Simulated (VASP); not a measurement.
# PtSe2 (R-3m) in VASP: a series of runs, part 2 of 3

VASP 6.6.1.

## 3. Single point, PBE+D3(BJ)

This run uses another cell than the first one, of 21.99 Å³/atom.

INCAR reads:

```
SYSTEM = PtSe2
ALGO = Normal
EDIFF = 1E-6
ENCUT = 520
GGA = PE
ISIF = 2
ISMEAR = -1
IVDW = 12
LASPH = .True.
LCHARG = .True.
LELF = .True.
LREAL = .False.
LVHAR = .True.
LWAVE = .False.
NBANDS = 18
NELM = 60
PREC = Accurate
SIGMA = 0.02
```

KPOINTS reads:

```
k-points
0
Gamma
  8 8 8
  0 0 0
```

POSCAR reads:

```
PtSe2
1.0
    1.8550552203      1.0710166308      5.5340639825
   -1.8550552203      1.0710166308      5.5340639825
    0.0000000000     -2.1420332616      5.5340639825
Pt Se
1 2
Direct
    0.0000000000      0.0000000000      0.0000000000
    0.2537812901      0.2537812901      0.2537812901
    0.7462187099      0.7462187099      0.7462187099
```

Potentials or basis: VASP PAW PBE potentials, release 64 (Pt, Se).

On the command line:

```bash
$ cat potpaw_PBE.64/Pt/POTCAR potpaw_PBE.64/Se/POTCAR > POTCAR
$ mpirun -np 1 vasp_std > vasp.out
```

OUTCAR:

```text
SYSTEM = PtSe2
   EDIFF = 1E-6
   ENCUT = 520
   GGA = PE
   ISIF = 2
   ISMEAR = -1
   IVDW = 12
   LASPH = .True.
   LREAL = .False.
   NELM = 60
   PREC = Accurate
 IVDW          = 12

 ion  position               nearest neighbor table
   1  0.000  0.000  0.000-   3 2.52   2 2.52   3 2.52   3 2.52   2 2.52   2 2.52
   2  0.254  0.254  0.254-   1 2.52   1 2.52   1 2.52
   3  0.746  0.746  0.746-   1 2.52   1 2.52   1 2.52

  LATTYP: Found a trigonal (rhomboedric) cell.
 ALAT       =     5.9341529013
 COS(alpha) =     0.8045542572

  Lattice vectors:

 A1 = (   1.8550552203,   1.0710166308,   5.5340639825)
 A2 = (  -1.8550552203,   1.0710166308,   5.5340639825)
 A3 = (   0.0000000000,  -2.1420332616,   5.5340639825)

Analysis of symmetry for initial positions (statically):
=====================================================================
 Subroutine PRICEL returns:
 Original cell was already a primitive cell.

 Routine SETGRP: Setting up the symmetry group for a
 trigonal (rhombohedral) supercell.

 Subroutine GETGRP returns: Found 12 space group operations
 (whereof 12 operations were pure point group operations)
 out of a pool of 12 trial point group operations.

The static configuration has the point symmetry D_3d.

Analysis of symmetry for dynamics (positions and initial velocities):
=====================================================================
 Subroutine PRICEL returns:
 Original cell was already a primitive cell.

 Routine SETGRP: Setting up the symmetry group for a
 trigonal (rhombohedral) supercell.

 Subroutine GETGRP returns: Found 12 space group operations
 (whereof 12 operations were pure point group operations)
 out of a pool of 12 trial point group operations.

The dynamic configuration has the point symmetry D_3d.

 Subroutine INISYM returns: Found 12 space group operations
[... 114 lines left out ...]
   ISMEAR =    -1;   SIGMA  =   0.02  broadening in eV -4-tet -1-fermi 0-gaus
   EFERMI_NEDOS =   21; number of points for ismear=-14 and -15
   IALGO  =     38    algorithm
   IMIX   =      4    mixing-type and parameters
     AMIX     =   0.40;   BMIX     =  1.00
     AMIX_MAG =   1.60;   BMIX_MAG =  1.00
  volume/ion in A,a.u.               =      21.99       148.40
  Fermi-wavevector in a.u.,A,eV,Ry     =   1.135271  2.145351 17.535738  1.288840
  Thomas-Fermi vector in A             =   2.271976
   LORBIT       =      0    0 simple, 1 ext, 2 COOP (PROOUT), +10 PAW based schemes
   GGA     = PE    functional components
   LHFCALC =     F    Hartree Fock is set to
   AEXX    =    0.0000 exact exchange contribution
   IVDW    =    12    specifies the selected vdW correction
   LEPSILON=     F    determine dielectric tensor
   LRPA    =     F    only Hartree local field effects (RPA)
 non-spin polarized calculation
  energy-cutoff  :      520.00
  volume of cell :       65.97
 maximum number of plane-waves:      1790
 NGX is ok and might be reduce to    48
   NGX = 23   NGY = 23   NGZ = 23

 number of electron      22.0000000 magnetization

 Free energy of the ion-electron system (eV)
  ---------------------------------------------------
  ext. energy  EPLUGINS =         0.00000000
  ---------------------------------------------------
  free energy    TOTEN  =       -14.22003114 eV

  energy without entropy =      -14.21979236  energy(sigma->0) =      -14.21991175

 E-fermi :   5.4193     XC(G=0): -10.1402

 val. band max:        5.2844865955   @ k =   0.1250   0.0000  -0.0000
 cond. band min:       5.4529247436   @ k =  -0.2500   0.2500   0.0000
 fundamental gap:      0.1684381481
 Fermi energy:         5.4193098888

 k-point     1 :       0.0000    0.0000    0.0000
  band No.  band energies     occupation
      1      -9.6732      2.00000
      2      -7.4547      2.00000
      3      -1.2473      2.00000
      4      -0.5499      2.00000
      5      -0.5499      2.00000
      6       1.7019      2.00000
[... 481 lines left out ...]
      5       0.1713      2.00000
      6       0.5521      2.00000
[... 10 lines left out ...]
     17      14.2007      0.00000
     18      14.6155      0.00000

 [... further k-points ...]

------------------------ aborting loop because EDIFF is reached ----------------------------------------

 Edisp (eV)   -1.30942

 E8    (eV) :    -0.5607

  FORCE on cell =-STRESS in cart. coord.  units (eV):
  Direction    XX          YY          ZZ          XY          YZ          ZX
  --------------------------------------------------------------------------------------
  -------------------------------------------------------------------------------------
  Total      -0.01010    -0.01010    -0.01281     0.00000    -0.00000     0.00000
  in kB      -0.24518    -0.24518    -0.31100     0.00000    -0.00000     0.00000
  external pressure =       -0.27 kB  Pullay stress =        0.00 kB

 VOLUME and BASIS-vectors are now :
 -----------------------------------------------------------------------------
  energy-cutoff  :      520.00
  volume of cell :       65.97
      direct lattice vectors                 reciprocal lattice vectors
     1.855055220  1.071016631  5.534063983     0.269533755  0.155615386  0.060233010
    -1.855055220  1.071016631  5.534063983    -0.269533755  0.155615386  0.060233010
     0.000000000 -2.142033262  5.534063983     0.000000000 -0.311230772  0.060233010

 POSITION                                       TOTAL-FORCE (eV/Angst)
 -----------------------------------------------------------------------------------
      0.00000      0.00000      0.00000        -0.000000      0.000000      0.000000
      0.00000      0.00000      4.21333         0.000000     -0.000000     -0.001461
      0.00000      0.00000     12.38887         0.000000      0.000000      0.001461
 -----------------------------------------------------------------------------------
    total drift:                                0.000000      0.000000     -0.000000

  FREE ENERGIE OF THE ION-ELECTRON SYSTEM (eV)
  ---------------------------------------------------
  free  energy   TOTEN  =       -15.5294546221 eV

  energy  without entropy=      -15.5292158439  energy(sigma->0) =      -15.52933523
```

stdout:

```text
POSCAR found type information on POSCAR PtSe
 POSCAR found :  2 types and       3 ions
 scaLAPACK will be used
 LDA part: xc-table for (Slater+PW92), standard interpolation
 POSCAR, INCAR and KPOINTS ok, starting setup
 FFT: planning ... GRIDC
 FFT: planning ... GRID_SOFT
 FFT: planning ... GRID
 WAVECAR not read
 entering main loop
```

Wall time 4 min (1 thread of Intel Xeon 8259CL, shared host); peak memory 0.36 GiB.

Results:

```
Free energy                : -15.5295 eV
Pressure                   : 0.0 GPa
Band gap on the k mesh     : zero (bands 11 and 12 overlap by 0.02 eV)
Dispersion energy per atom : -0.436 eV
```

Levels at points of the mesh, in eV from the Fermi level:
```csv
k point,band 7,band 8,band 9,band 10,band 11,band 12,band 13,band 14,band 15,band 16
"(0.00, 0.00, 0.00)",-3.72,-2.32,-0.75,-0.75,0.06,1.93,1.93,4.13,4.23,7.18
"(0.50, 0.00, 0.00)",-3.16,-3.09,-2.76,-2.76,-2.51,1.03,1.43,4.93,5.34,8.34
"(0.50, 0.50, 0.00)",-3.29,-3.15,-2.88,-2.84,-1.81,2.19,2.20,3.00,5.05,7.65
"(0.50, 0.50, 0.50)",-3.71,-2.61,-1.84,-1.04,-1.04,2.20,2.20,4.94,6.09,7.84
```

Caveat: spin-orbit coupling is left out, which moves the levels of the heavy elements.

## 4. Single point, PBE+D4

This run uses another cell than the first one, of 22.05 Å³/atom.

INCAR reads:

```
SYSTEM = PtSe2
PREC = Accurate
ENCUT = 520
EDIFF = 1E-6
ISMEAR = -1
SIGMA = 0.02
LREAL = .False.
LASPH = .True.
NELM = 100
ALGO = Normal
ISIF = 2
LWAVE = .False.
LCHARG = .False.
GGA = PE
IVDW = 13
NBANDS = 18
```

KPOINTS reads:

```
Automatic mesh
0
Gamma
  8 8 8
  0 0 0
```

POSCAR reads:

```
PtSe2
1.0
    1.8554205287      1.0712275417      5.5475051982
   -1.8554205287      1.0712275417      5.5475051982
    0.0000000000     -2.1424550834      5.5475051982
Pt Se
1 2
Direct
    0.0000000000      0.0000000000      0.0000000000
    0.2539475216      0.2539475216      0.2539475216
    0.7460524784      0.7460524784      0.7460524784
```

Potentials or basis: VASP PAW PBE potentials, release 64 (Pt, Se).

On the command line:

```bash
$ cat potpaw_PBE.64/Pt/POTCAR potpaw_PBE.64/Se/POTCAR > POTCAR
$ mpirun -np 1 vasp_std > vasp.out
```

OUTCAR:

```text
SYSTEM = PtSe2
   PREC = Accurate
   ENCUT = 520
   EDIFF = 1E-6
   ISMEAR = -1
   LREAL = .False.
   LASPH = .True.
   NELM = 100
   ISIF = 2
   GGA = PE
   IVDW = 13

 ion  position               nearest neighbor table
   1  0.000  0.000  0.000-   3 2.52   2 2.52   3 2.52   3 2.52   2 2.52   2 2.52
   2  0.254  0.254  0.254-   1 2.52   1 2.52   1 2.52
   3  0.746  0.746  0.746-   1 2.52   1 2.52   1 2.52

  LATTYP: Found a trigonal (rhomboedric) cell.
 ALAT       =     5.9468418264
 COS(alpha) =     0.8053107663

  Lattice vectors:

 A1 = (   1.8554205287,   1.0712275417,   5.5475051982)
 A2 = (  -1.8554205287,   1.0712275417,   5.5475051982)
 A3 = (   0.0000000000,  -2.1424550834,   5.5475051982)

Analysis of symmetry for initial positions (statically):
=====================================================================
 Subroutine PRICEL returns:
 Original cell was already a primitive cell.

 Routine SETGRP: Setting up the symmetry group for a
 trigonal (rhombohedral) supercell.

 Subroutine GETGRP returns: Found 12 space group operations
 (whereof 12 operations were pure point group operations)
[... 165 lines left out ...]

 E-fermi :   5.3934     XC(G=0): -10.1235

 val. band max:        5.2484378942   @ k =   0.1250  -0.0000   0.0000
 cond. band min:       5.4294832693   @ k =  -0.2500   0.2500   0.0000
 fundamental gap:      0.1810453751
 Fermi energy:         5.3933609953

 k-point     1 :       0.0000    0.0000    0.0000
  band No.  band energies     occupation
      1      -9.6933      2.00000
      2      -7.4880      2.00000
      3      -1.2633      2.00000
      4      -0.5744      2.00000
      5      -0.5744      2.00000
      6       1.6746      2.00000
[... 481 lines left out ...]
      5       0.1410      2.00000
      6       0.5265      2.00000
[... 10 lines left out ...]
     17      14.1574      0.00000
     18      14.5873      0.00000

 [... further k-points ...]

------------------------ aborting loop because EDIFF is reached ----------------------------------------

  DFT-D4 for vdW energy calculation

  Edisp (eV):   -1.37889

  FORCE on cell =-STRESS in cart. coord.  units (eV):
  Direction    XX          YY          ZZ          XY          YZ          ZX
  --------------------------------------------------------------------------------------
  -------------------------------------------------------------------------------------
  Total      -0.01718    -0.01718    -0.01110     0.00000     0.00000     0.00000
  in kB      -0.41611    -0.41611    -0.26882     0.00000     0.00000     0.00000
  external pressure =       -0.37 kB  Pullay stress =        0.00 kB

 VOLUME and BASIS-vectors are now :
 -----------------------------------------------------------------------------
  energy-cutoff  :      520.00
  volume of cell :       66.16
      direct lattice vectors                 reciprocal lattice vectors
     1.855420529  1.071227542  5.547505198     0.269480688  0.155584748  0.060087070
    -1.855420529  1.071227542  5.547505198    -0.269480688  0.155584748  0.060087070
     0.000000000 -2.142455083  5.547505198     0.000000000 -0.311169495  0.060087070

 POSITION                                       TOTAL-FORCE (eV/Angst)
 -----------------------------------------------------------------------------------
      0.00000      0.00000      0.00000         0.000000     -0.000000     -0.000000
      0.00000      0.00000      4.22633         0.000000      0.000000     -0.001717
      0.00000      0.00000     12.41619         0.000000      0.000000      0.001717
 -----------------------------------------------------------------------------------
    total drift:                               -0.000000     -0.000000      0.000000

  FREE ENERGIE OF THE ION-ELECTRON SYSTEM (eV)
  ---------------------------------------------------
  free  energy   TOTEN  =       -15.6026742751 eV

  energy  without entropy=      -15.6024350965  energy(sigma->0) =      -15.60255469
```

OSZICAR:

```text
N       E                     dE             d eps       ncg     rms          rms(c)
DAV:   1     0.111845231318E+03    0.11185E+03   -0.99285E+03  2364   0.107E+03
DAV:   2    -0.974820778071E+01   -0.12159E+03   -0.11748E+03  2908   0.210E+02
DAV:   3    -0.150075262677E+02   -0.52593E+01   -0.52228E+01  2890   0.435E+01
DAV:   4    -0.150512789293E+02   -0.43753E-01   -0.43728E-01  2956   0.428E+00
DAV:   5    -0.150518093153E+02   -0.53039E-03   -0.53036E-03  2910   0.454E-01    0.124E+01
DAV:   6    -0.144440440489E+02    0.60777E+00   -0.38068E+00  2412   0.189E+01    0.726E+00
DAV:   7    -0.142448074006E+02    0.19924E+00   -0.79921E-01  2408   0.883E+00    0.369E+00
DAV:   8    -0.142255918079E+02    0.19216E-01   -0.48075E-02  2656   0.162E+00    0.777E-01
DAV:   9    -0.142235044168E+02    0.20874E-02   -0.69833E-03  2686   0.811E-01    0.174E-01
DAV:  10    -0.142237748246E+02   -0.27041E-03   -0.13583E-03  2718   0.232E-01    0.486E-02
DAV:  11    -0.142237774672E+02   -0.26427E-05   -0.57812E-05  3056   0.620E-02    0.298E-02
DAV:  12    -0.142237870996E+02   -0.96324E-05   -0.18346E-05  2592   0.262E-02    0.393E-03
DAV:  13    -0.142237881124E+02   -0.10128E-05   -0.18953E-06  2882   0.875E-03    0.193E-03
DAV:  14    -0.142237884746E+02   -0.36211E-06   -0.39871E-07  2050   0.396E-03
   1 F= -.15602674E+02 E0= -.15602555E+02  d E =-.239179E-03
```

It took 3.8 min on 1 thread of Intel Xeon 8259CL, shared host; peak memory 0.35 GiB.

Results:

| Item | Value |
| --- | --- |
| Free energy | -15.6027 eV |
| Pressure | 0.0 GPa |
| Band gap on the k mesh | zero (filled and empty bands touch) |
| Dispersion energy per atom | -0.460 eV |

Levels at points of the mesh, in eV from the Fermi level:
```tsv
k point	band 7	band 8	band 9	band 10	band 11	band 12	band 13	band 14	band 15	band 16
(0.00, 0.00, 0.00)	-3.72	-2.32	-0.76	-0.76	0.04	1.93	1.93	4.11	4.23	7.18
(0.50, 0.00, 0.00)	-3.16	-3.09	-2.76	-2.76	-2.51	1.03	1.43	4.92	5.34	8.30
(0.50, 0.50, 0.00)	-3.29	-3.15	-2.88	-2.85	-1.83	2.18	2.19	3.00	5.04	7.64
(0.50, 0.50, 0.50)	-3.71	-2.61	-1.84	-1.04	-1.04	2.20	2.20	4.93	6.07	7.84
```

Caveat: spin-orbit coupling is left out, which moves the levels of the heavy elements.

(Part 2 of 3 ends here.)

The gap in the log of VASP goes by the Fermi energy; the results here count the filled bands.